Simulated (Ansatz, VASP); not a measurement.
One calculation of Pd, two programs

```xyz
3
Lattice="4.2640 0.0000 0.0000 -2.1320 3.6927 0.0000 0.0000 0.0000 2.5365" Properties=species:S:1:pos:R:3 pbc="T T T"
Pd    0.0000    0.0000    0.0000
Pd    0.0000    2.4618    1.2682
Pd    2.1320    1.2309    1.2682
```

Alike in both runs: task single point; functional LDA; k mesh 9 × 9 × 14; occupations fermi-dirac, width 0.1 eV; no spin polarisation.

|  | VASP | Ansatz |
| --- | --- | --- |
| version | VASP 6.6.1 | Ansatz 0.2.0 |
| potentials or method | VASP PAW LDA potentials, release 64 (Pd), cutoff 520 eV | plane waves (420 eV) with PAW, scalar-relativistic |
| valence electrons in the cell | 30 | 54 |

```tsv
	VASP	Ansatz	Ansatz less VASP
pressure (GPa)	22.7	22.5	-0.21
traceless stress, the component that is largest in VASP (GPa)	0.53	0.50	-0.028
```

Ansatz warns that its potentials were made for another functional, while VASP's fit it. LDA's correlation is that of Perdew and Zunger in VASP and of Perdew and Wang (1992) in Ansatz. VASP's potentials hold 30 valence electrons a cell and Ansatz's 54, so a difference there can come from the potentials and not from the codes.
